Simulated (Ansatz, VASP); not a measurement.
## KF in VASP and in Ansatz

INCAR

```
ALGO = Normal ; EDIFF = 1E-6
ENCUT = 520 ; GGA = CA
ISIF = 2 ; ISMEAR = 0
LASPH = T ; LCHARG = F
LREAL = F ; LWAVE = F
NBANDS = 15 ; NELM = 100
PREC = Accurate ; SIGMA = 0.05
```

The input KPOINTS:

```
k-points
0
Gamma
  8 8 8
```

File POSCAR:

```
KF
1.0
   -0.0275128263      2.5680368251      2.5680368251
    2.5680368251     -0.0275128263      2.5680368251
    2.5680368251      2.5680368251     -0.0275128263
K F
1 1
Direct
    0.0000000000      0.0000000000      0.0000000000
    0.5000000000      0.5000000000      0.5000000000
```

Input for Ansatz:

```yaml
crystal:
  lattice:
    - [-0.0275128263, 2.5680368251, 2.5680368251]
    - [2.5680368251, -0.0275128263, 2.5680368251]
    - [2.5680368251, 2.5680368251, -0.0275128263]
  atoms:
    - { symbol: K, position: [0.0, 0.0, 0.0] }
    - { symbol: F, position: [0.5, 0.5, 0.5] }
basis:
  ecutwfc: 520.0
kpoints:
  mp_grid: { grid: [8, 8, 8] }
hamiltonian:
  xc: lda
scf:
  occupations: { method: gaussian, width: 0.05 }
output:
  forces: true
  stress: true
  eigenvalues: true
```

Alike in both runs: task single point; functional LDA; k mesh 8 × 8 × 8; occupations gaussian, width 0.05 eV; no spin polarisation.

```csv
,VASP,Ansatz
version,VASP 6.6.1,Ansatz 0.2.0
potentials or method,"VASP PAW LDA potentials, release 64 (K_sv, F), cutoff 520 eV","scalar-relativistic, plane waves, PAW"
valence electrons in the cell,16,16
```

```csv
,VASP,Ansatz,Ansatz less VASP
gap on the k mesh at the Fermi level (eV),6.33,6.35,+0.019
least direct gap on the mesh (eV),6.33,6.35,+0.019
pressure (GPa),0.2,0.0,-0.24
"traceless stress, the component that is largest in VASP (GPa)",0.14,0.14,+0.004
```

LDA's correlation is that of Perdew and Zunger in VASP and of Perdew and Wang (1992) in Ansatz.
